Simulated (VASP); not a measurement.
# Si3N4 in VASP: a series of runs

Si3N4 is run at these levels: PBE; tasks: single point.

Program: VASP 6.6.1. These are calculated values, not measurements. Logs are shortened: lines on timing, memory, paths and dates and some standing lists are left out, and cuts for length are marked.

**1. The cell of the first run**

The cell holds a disordered packing, 21 atoms: a = 6.463 Å, b = 6.267 Å, c = 5.985 Å, α = 85.43°, β = 84.83°, γ = 85.47°.

**2. Single point, PBE**

Input file INCAR:

```
PREC     = Accurate       # precision mode
ENCUT    = 520            # plane-wave cutoff, eV
EDIFF    = 1E-6           # SCF threshold, eV
ISMEAR   = -1             # smearing method
SIGMA    = 0.3447         # smearing width, eV
LREAL    = Auto         
LASPH    = True           # aspherical terms in the spheres
NELM     = 120            # most SCF steps
ALGO     = Normal         # electronic algorithm
ISIF     = 2              # what is computed and relaxed
LWAVE    = False          # write WAVECAR
LCHARG   = True           # write CHGCAR
GGA      = PE             # functional
LELF     = True           # ELF
LVHAR    = True         
NBANDS   = 64             # bands
ISYM     = -1           
GGA_COMPAT= False
```

Input file KPOINTS:

```
explicit points
1
Reciprocal
  0.25000000   0.25000000   0.25000000 1
```

Input file POSCAR:

```
Si3N4
1.0
    6.4521200000      0.2464290000      0.2758340000
    0.2464290000      6.2576870000      0.2386670000
    0.2758340000      0.2386670000      5.9735200000
Si N
9 12
Direct
    1.1021517595      0.6837179700      0.6247440629
    0.3993738609      0.9108965912      0.3978972455
    0.1732377438      0.3214176043      0.3118421575
    0.8161104756      0.5308976681      0.2871208650
    0.8282334782      0.1027905734      0.4959672570
    0.5574443817      0.5818273445      0.7608011523
    0.9576971330      0.3559972460     -0.0913225746
    0.7720483518      0.0277919665      0.0295200802
    0.1042499698     -0.1015121173      0.1852281245
    0.1550409640      0.4108367316      0.5900469506
    0.2401122352      0.5052615155      0.1255681125
    0.6130951808      0.0398520537      0.3335144327
   -0.0031119246      1.0904775461      0.0451076367
    0.1963280983      0.0864820574      0.4426896741
    0.8878916964      0.8265593114      0.4151737754
    0.6769716648      0.4023872625      0.5144532264
    0.5001031236      0.7541345340      1.1231683376
    0.5338354620      0.5696037846      1.0836867379
    0.8021828497      0.1557140281      0.7525306513
    0.3821611540      0.7277619479      0.5798368800
    0.8491125500      0.6552345228     -0.1803035679
```

Potentials or basis: VASP PAW PBE potentials, release 64 (Si, N).

Command:

```
$ cat potpaw_PBE.64/Si/POTCAR potpaw_PBE.64/N/POTCAR > POTCAR
$ mpirun -np 1 vasp_std > vasp.out
```

OUTCAR:

```text
PREC = Accurate
   ENCUT = 520
   EDIFF = 1E-6
   ISMEAR = -1
   LREAL = Auto
   LASPH = True
   NELM = 120
   ISIF = 2
   GGA = PE
   ISYM = -1

 ion  position               nearest neighbor table
   1  0.102  0.684  0.625-  10 1.74  20 1.84  21 1.93  15 2.06   2 2.69   7 2.73   9 2.86   3 3.04
                             4 3.11   6 3.13   5 3.13
   2  0.399  0.911  0.398-  20 1.52  12 1.66  14 1.66  17 2.01   9 2.40   1 2.69   3 2.89   6 3.06

   3  0.173  0.321  0.312-  11 1.60  14 1.61  10 1.79   4 2.57   5 2.80   7 2.88   2 2.89   9 2.89
                             1 3.04
   4  0.816  0.531  0.287-  16 1.74  15 2.16  18 2.27   3 2.57   7 2.65   5 2.87   9 3.07   1 3.11

   5  0.828  0.103  0.496-  19 1.59  15 1.84  12 1.85  16 2.05  14 2.37   9 2.77   3 2.80   4 2.87
                             8 2.93   1 3.13
   6  0.557  0.582  0.761-  20 1.79  18 1.92  16 1.99  21 2.04   7 3.02   2 3.06   1 3.13
   7  0.958  0.356  0.909-  13 1.80  21 2.00  19 2.00  10 2.22   8 2.49   4 2.65   1 2.73   3 2.88
                             6 3.02
   8  0.772  0.028  0.030-  13 1.55  19 1.78  12 2.01   9 2.47   7 2.49   5 2.93
   9  0.104  0.898  0.185-  13 1.56  15 1.93  14 2.16   2 2.40   8 2.47   5 2.77   1 2.86   3 2.89
                             4 3.07
  10  0.155  0.411  0.590-   1 1.74   3 1.79   7 2.22
  11  0.240  0.505  0.126-   3 1.60
  12  0.613  0.040  0.334-   2 1.66   5 1.85   8 2.01
  13  0.997  0.090  0.045-   8 1.55   9 1.56   7 1.80
  14  0.196  0.086  0.443-   3 1.61   2 1.66   9 2.16   5 2.37
  15  0.888  0.827  0.415-   5 1.84   9 1.93   1 2.06   4 2.16
  16  0.677  0.402  0.514-   4 1.74   6 1.99   5 2.05
  17  0.500  0.754  0.123-  18 1.20   2 2.01
  18  0.534  0.570  0.084-  17 1.20   6 1.92   4 2.27
  19  0.802  0.156  0.753-   5 1.59   8 1.78   7 2.00
  20  0.382  0.728  0.580-   2 1.52   6 1.79   1 1.84
  21  0.849  0.655  0.820-   1 1.93   7 2.00   6 2.04

IMPORTANT INFORMATION: All symmetrisations will be switched off!
NOSYMM: (Re-)initialisation of all symmetry stuff for point group C_1.

----------------------------------------------------------------------------------------

                                     Primitive cell

  volume of cell :     240.0090

  direct lattice vectors                    reciprocal lattice vectors
     6.452120000  0.246429000  0.275834000     0.155508572 -0.005859014 -0.006946691
     0.246429000  6.257687000  0.238667000    -0.005859014  0.160268089 -0.006132831
     0.275834000  0.238667000  5.973520000    -0.006946691 -0.006132831  0.167971286

  length of vectors
     6.462713373  6.267083515  5.984645981     0.155773876  0.160492367  0.168226696

[... 84 lines left out ...]
   POTIM  = 0.5000    time-step for ionic-motion
   TEBEG  =    0.0;   TEEND  =   0.0 temperature during run
   PSTRESS=    0.0 pullay stress
   NELECT =      96.0000    total number of electrons
   NUPDOWN=      -1.0000    fix difference up-down
   EMIN   =  10.00;   EMAX   =-10.00  energy-range for DOS
   EFERMI =   0.00;   METHOD = LEGACY
   ISMEAR =    -1;   SIGMA  =   0.34  broadening in eV -4-tet -1-fermi 0-gaus
   EFERMI_NEDOS =   21; number of points for ismear=-14 and -15
   IALGO  =     38    algorithm
   IMIX   =      4    mixing-type and parameters
     AMIX     =   0.40;   BMIX     =  1.00
     AMIX_MAG =   1.60;   BMIX_MAG =  1.00
  volume/ion in A,a.u.               =      11.43        77.13
  Fermi-wavevector in a.u.,A,eV,Ry     =   1.206209  2.279405 19.795678  1.454941
  Thomas-Fermi vector in A             =   2.341883
   LORBIT       =      0    0 simple, 1 ext, 2 COOP (PROOUT), +10 PAW based schemes
   GGA     = PE    functional components
   LHFCALC =     F    Hartree Fock is set to
   AEXX    =    0.0000 exact exchange contribution
   IVDW    =     0    specifies the selected vdW correction
   LEPSILON=     F    determine dielectric tensor
   LRPA    =     F    only Hartree local field effects (RPA)
 non-spin polarized calculation
  energy-cutoff  :      520.00
  volume of cell :      240.01
 maximum number of plane-waves:      6475
 NGX is ok and might be reduce to    48
   NGX = 25   NGY = 23   NGZ = 23

 number of electron      95.9999999 magnetization

 Free energy of the ion-electron system (eV)
  ---------------------------------------------------
  ext. energy  EPLUGINS =         0.00000000
  ---------------------------------------------------
  free energy    TOTEN  =      -137.06154048 eV

  energy without entropy =     -135.21450663  energy(sigma->0) =     -136.13802356

 E-fermi :   7.0968     XC(G=0): -10.5108

 val. band max:        6.7625360707   @ k =   0.2500   0.2500   0.2500
 cond. band min:       7.4056175610   @ k =   0.2500   0.2500   0.2500
 fundamental gap:      0.6430814903
 Fermi energy:         7.0968263723

 k-point     1 :       0.2500    0.2500    0.2500
  band No.  band energies     occupation
      1     -15.7706      2.00000
      2     -12.6860      2.00000
      3     -11.4416      2.00000
      4     -10.3912      2.00000
      5     -10.0475      2.00000
      6      -9.6429      2.00000
[... 52 lines left out ...]
     59      10.5768      0.00008
     60      11.1771      0.00001
 [bands above 60 left out]

------------------------ aborting loop because EDIFF is reached ----------------------------------------

  FORCE on cell =-STRESS in cart. coord.  units (eV):
  Direction    XX          YY          ZZ          XY          YZ          ZX
  --------------------------------------------------------------------------------------
  -------------------------------------------------------------------------------------
  Total       16.3991983     32.2179392      9.8390410     -0.7276969    -18.8157366     12.7810292
  in kB      109.4726614    215.0704856     65.6804059     -4.8577323   -125.6042350     85.3196146
  external PRESSURE =     130.0745176 kB  Pullay stress =       0.0000000 kB

 VOLUME and BASIS-vectors are now :
 -----------------------------------------------------------------------------
  energy-cutoff  :      520.00
  volume of cell :      240.01
      direct lattice vectors                 reciprocal lattice vectors
     6.452120000  0.246429000  0.275834000     0.155508572 -0.005859014 -0.006946691
     0.246429000  6.257687000  0.238667000    -0.005859014  0.160268089 -0.006132831
     0.275834000  0.238667000  5.973520000    -0.006946691 -0.006132831  0.167971286

 POSITION                                       TOTAL-FORCE (eV/Angst)
 -----------------------------------------------------------------------------------
      0.99991      4.45277      3.92328        -2.180427     -1.732174     -0.165719
      2.91103      5.89349      2.70441         2.858328      3.534917     -5.793324
      1.28297      2.12845      1.98729        -1.039255      2.449929      4.093611
      5.47567      3.59183      2.06694        -0.243553     -0.631462      1.253678
      5.50600      0.96570      3.21566        -2.993802      0.508181     -3.560550
      3.94993      3.95984      4.83729         2.587165     -1.806933     -3.073462
[... 13 lines left out ...]
      2.80503      4.78667      3.74277        -0.813446     -4.365457      7.534258
      5.86614      4.50513      5.28707         0.794741     -0.913113      0.516834
 -----------------------------------------------------------------------------------
    total drift:                               -0.006415      0.002642      0.004798

  FREE ENERGIE OF THE ION-ELECTRON SYSTEM (eV)
  ---------------------------------------------------
  free  energy   TOTEN  =      -137.0615404804 eV

  energy  without entropy=     -135.2145066348  energy(sigma->0) =     -136.13802356
```

It took 48 s on 1 thread of Intel Xeon Platinum 8488C (Sapphire Rapids), shared host; peak memory 0.3 GiB.

Results:

```yaml
Free_energy: -137.0615 eV
Pressure: 13.0 GPa
Largest_force: 9.747 eV/Å
```

Forces on the atoms (eV/Å):
```
Si  -2.180 -1.732 -0.166
Si   2.858  3.535 -5.793
Si  -1.039  2.450  4.094
Si  -0.244 -0.631  1.254
Si  -2.994  0.508 -3.561
Si   2.587 -1.807 -3.073
Si   0.900  1.571 -3.159
Si  -9.171 -3.070 -1.210
Si   2.436 -4.824  3.771
N   -1.401  1.837  2.228
N   -1.408  0.268 -3.601
N    2.314  2.668 -2.589
N    5.241  5.023 -0.453
N   -1.072 -2.994 -1.055
N    5.039 -2.545 -0.495
N   -0.386  2.411 -0.304
N    0.254  5.618  1.248
N   -0.548 -2.744 -1.122
N   -1.168 -0.264  5.936
N   -0.813 -4.365  7.534
N    0.795 -0.913  0.517
```

Stress tensor (GPa, compression positive):
```
 10.95  -0.49   8.53
 -0.49  21.51 -12.56
  8.53 -12.56   6.57
```

Caveat: the standard files for N, O and F lose accuracy on very short bonds; the atoms stand as in a frame of molecular dynamics.

**3. Single point, PBE**

Edit INCAR of step 2 so:

```diff
@@ -4,3 +4,3 @@
 ISMEAR   = -1             # smearing method
-SIGMA    = 0.3447         # smearing width, eV
+SIGMA    = 0.2482         # smearing width, eV
 LREAL    = Auto
```

KPOINTS is that of step 2.

Input file POSCAR:

```
Si3N4
1.0
    6.4521200000      0.2464290000      0.2758340000
    0.2464290000      6.2576870000      0.2386670000
    0.2758340000      0.2386670000      5.9735200000
Si N
9 12
Direct
    0.1718911952      0.6360562730      0.5810185488
    0.4693412728      0.8907255623      0.3584698673
    0.0763614624      0.1822583352      0.4201909196
    0.8232851188      0.5682709593      0.2384991508
    0.7425240566      0.1638820026      0.5431469876
    0.5862894234      0.5075330088      0.7685543972
    0.9867412087      0.3343371534      0.8529838320
    0.7245439703     -0.0003494497     -0.0016043236
    0.1158111402      0.8890470181      0.1026945863
    0.1976522587      0.3753401304      0.5116237133
    0.0060466897      0.3737223074      0.1168058256
    0.7258777822      0.0129874791      0.3068546762
    1.0038828916      0.0535299546     -0.1016670016
    0.2461034849      0.0142994544      0.2749624147
    1.0002179909      0.7447258154      0.3146401777
    0.6681753946      0.4580852322      0.4709415353
    0.4746651396      0.8076463795      0.0543916614
    0.6017178813      0.6099611672      0.0321711735
    0.6621750335      0.2539246292      0.7998173911
    0.4145884639      0.7598920684      0.6410088600
    0.9889209214      0.6880965282      0.8314660456
```

Potentials or basis: VASP PAW PBE potentials, release 64 (Si, N).

Command:

```
$ cat potpaw_PBE.64/Si/POTCAR potpaw_PBE.64/N/POTCAR > POTCAR
$ mpirun -np 1 vasp_std > vasp.out
```

Wall time 58 s (1 thread of Intel Xeon Platinum 8488C (Sapphire Rapids), shared host); peak memory 0.3 GiB.

It converged, with:

```yaml
Free_energy: -146.4829 eV
Pressure: 1.1 GPa
Largest_force: 7.486 eV/Å
```

Forces in eV/Å, atoms in the order of the input:
```
Si  -2.028  1.481  0.336
Si   1.207 -0.571  0.130
Si   0.361  1.955 -2.414
Si   0.085 -2.201 -0.565
Si   0.476  2.238 -4.088
Si  -0.618  5.440 -2.908
Si   0.914  1.388 -0.638
Si  -0.227  1.879 -0.224
Si   1.814 -1.866 -2.761
N    0.458  0.977  3.775
N   -1.292 -0.062  4.623
N   -5.242 -0.311 -0.292
N   -1.219 -0.563  0.670
N    0.814  2.819  2.007
N    0.373 -2.421  1.387
N    1.539 -0.372 -0.510
N    2.438 -0.012  1.180
N   -0.282 -0.907 -0.298
N    0.731 -5.626  4.883
N   -1.170 -1.050 -2.218
N    0.866 -2.214 -2.073
```

Stress tensor (GPa, compression positive):
```
-1.70 -3.46 -0.57
-3.46 12.23  4.26
-0.57  4.26 -7.35
```

Levels at points of the mesh, in eV from the Fermi level:
| k point | band 44 | band 45 | band 46 | band 47 | band 48 | band 49 | band 50 | band 51 | band 52 | band 53 |
| --- | --- | --- | --- | --- | --- | --- | --- | --- | --- | --- |
| (0.25, 0.25, 0.25) | -1.76 | -1.31 | -1.15 | -0.99 | -0.55 | 0.52 | 1.00 | 1.38 | 1.78 | 2.51 |

Caveat: the atoms stand as in a frame of molecular dynamics.

**4. Single point, PBE**

Input file INCAR:

```
SYSTEM = Si3N4
  PREC = Accurate
  ENCUT = 520
  EDIFF = 1E-6
  ISMEAR = -1
  SIGMA = 0.2482
  LREAL = Auto
  LASPH = .TRUE.
  NELM = 120
  ALGO = Normal
  ISIF = 2
  LWAVE = .FALSE.
  LCHARG = .FALSE.
  GGA = PE
  NBANDS = 64
  ISYM = -1
  GGA_COMPAT = .FALSE.
```

KPOINTS is that of step 3.

Input file POSCAR:

```
Si3N4
1.0
    6.4521200000      0.2464290000      0.2758340000
    0.2464290000      6.2576870000      0.2386670000
    0.2758340000      0.2386670000      5.9735200000
Si N
9 12
Direct
    0.1366312409      0.6379952979      0.7182736535
    0.3908044343      0.9373659688      0.4859181062
    0.0317119810      0.2109615976      0.4796415155
    0.7722008917      0.6264776792      0.3288895310
    0.6986028062      0.1711634393      0.6466071142
    0.5039412215      0.5324172459      0.8196767484
    1.0955149379      0.2957671306      0.9825205036
    0.4201550501      0.0992660631      0.0910082193
    0.1170418979      0.8271268845      0.1201939515
    0.0890768408      0.3467958106      0.6731439525
   -0.0851269014      0.3435503563      0.2228340678
    0.6251322691      0.0206967270      0.4396822376
    1.0205601031      0.0458066408     -0.0159310941
    0.2687749422      0.1614557627      0.3229748239
    1.0092530862      0.7181029754      0.3943407240
    0.6536781745      0.5306598850      0.5889556462
    0.4297301556      0.8337127615      0.1744544404
    0.5913703402      0.6803388434      0.0604761552
    0.4507689170      0.2809886896      0.8905722052
    0.3483735082      0.7226829818      0.6894156481
    1.0348654839      0.6083255889      0.9853268543
```

Potentials or basis: VASP PAW PBE potentials, release 64 (Si, N).

Command:

```
$ cat potpaw_PBE.64/Si/POTCAR potpaw_PBE.64/N/POTCAR > POTCAR
$ mpirun -np 1 vasp_std > vasp.out
```

OUTCAR:

```text
SYSTEM = Si3N4
   PREC = Accurate
   ENCUT = 520
   EDIFF = 1E-6
   ISMEAR = -1
   LREAL = Auto
   LASPH = .TRUE.
   NELM = 120
   ISIF = 2
   GGA = PE
   ISYM = -1

 ion  position               nearest neighbor table
   1  0.137  0.638  0.718-  20 1.50  21 1.67  10 1.92  15 2.18   6 2.53   7 2.58   9 2.75   2 2.79

   2  0.391  0.937  0.486-  12 1.63  20 1.76  14 1.81  17 2.01   8 2.49   3 2.78   1 2.79   5 2.84
                             9 3.09   4 3.14
[... 241 lines left out ...]
  Total       35.3865421     12.9817208     -9.1093960      2.2552667     -3.2622177     -8.0305619
  in kB      236.2224582     86.6593290    -60.8096693     15.0550070    -21.7768972    -53.6079246
  external PRESSURE =      87.3573726 kB  Pullay stress =       0.0000000 kB

 VOLUME and BASIS-vectors are now :
 -----------------------------------------------------------------------------
  energy-cutoff  :      520.00
  volume of cell :      240.01
      direct lattice vectors                 reciprocal lattice vectors
     6.452120000  0.246429000  0.275834000     0.155508572 -0.005859014 -0.006946691
     0.246429000  6.257687000  0.238667000    -0.005859014  0.160268089 -0.006132831
     0.275834000  0.238667000  5.973520000    -0.006946691 -0.006132831  0.167971286

 POSITION                                       TOTAL-FORCE (eV/Angst)
 -----------------------------------------------------------------------------------
      1.23691      4.19747      4.48058       -11.923768     -4.974907     -4.481880
      2.88654      6.07802      3.23416         0.436247     -1.037445     -1.210567
      0.38890      1.44242      2.92424        -1.377561      0.204740     -4.730382
      5.22743      4.18909      2.32715         0.841132     -3.343771     -0.361359
      4.72800      1.39757      4.09607         0.077049      0.277871     -1.959598
      3.60879      3.65152      5.16243         3.658937      3.360318      2.326392
[... 13 lines left out ...]
      2.61600      4.77271      4.38681         4.276285      6.118815     -1.096125
      0.64665      4.05047      6.04067         2.081645      1.325902     -0.864707
 -----------------------------------------------------------------------------------
    total drift:                               -0.002136     -0.004228     -0.000336

  FREE ENERGIE OF THE ION-ELECTRON SYSTEM (eV)
  ---------------------------------------------------
  free  energy   TOTEN  =      -144.9037919868 eV

  energy  without entropy=     -144.3062587582  energy(sigma->0) =     -144.60502537
```

Wall time 54 s (1 thread of Intel Xeon Platinum 8488C (Sapphire Rapids), shared host); peak memory 0.3 GiB.

Results:

* Free energy: -144.9038 eV
* Pressure: 8.7 GPa
* Largest force: 13.675 eV/Å

Forces on the atoms (eV/Å):
```
Si  -11.924  -4.975  -4.482
Si    0.436  -1.037  -1.211
Si   -1.378   0.205  -4.730
Si    0.841  -3.344  -0.361
Si    0.077   0.278  -1.960
Si    3.659   3.360   2.326
Si   -4.525   1.890  -1.107
Si    0.811  -0.431   2.603
Si   -1.038  -2.545   2.167
N     2.730   5.215   5.742
N    -0.914   0.932   3.227
N     1.170   0.511   1.776
N     1.264  -1.738  -0.452
N    -0.432  -0.984   1.778
N     1.262   1.731   0.407
N     2.947  -3.309  -2.904
N    -1.965  -2.141  -2.021
N     0.232   0.149   2.090
N     0.388  -1.213  -0.928
N     4.276   6.119  -1.096
N     2.082   1.326  -0.865
```

Caveat: the atoms stand as in a frame of molecular dynamics.

**5. Overview**

```csv
cell,smearing,pressure (GPa),largest force (eV/Å)
"as given, atomic positions A",fermi-dirac 0.3447 eV,13.0,9.75
"as given, atomic positions B",fermi-dirac 0.2482 eV,1.1,7.49
"as given, atomic positions C",fermi-dirac 0.2482 eV,8.7,13.68
```

Alike in all rows: task single point; level PBE; potentials or basis VASP PAW PBE potentials, release 64 (Si, N); no spin polarisation; k mesh 1 × 1 × 1, shifted; cutoff (eV) 520.

Caveats: the atoms stand as in a frame of molecular dynamics; the standard files for N, O and F lose accuracy on very short bonds (at least some runs).

Absolute energies hang on the potentials; compare differences alone.
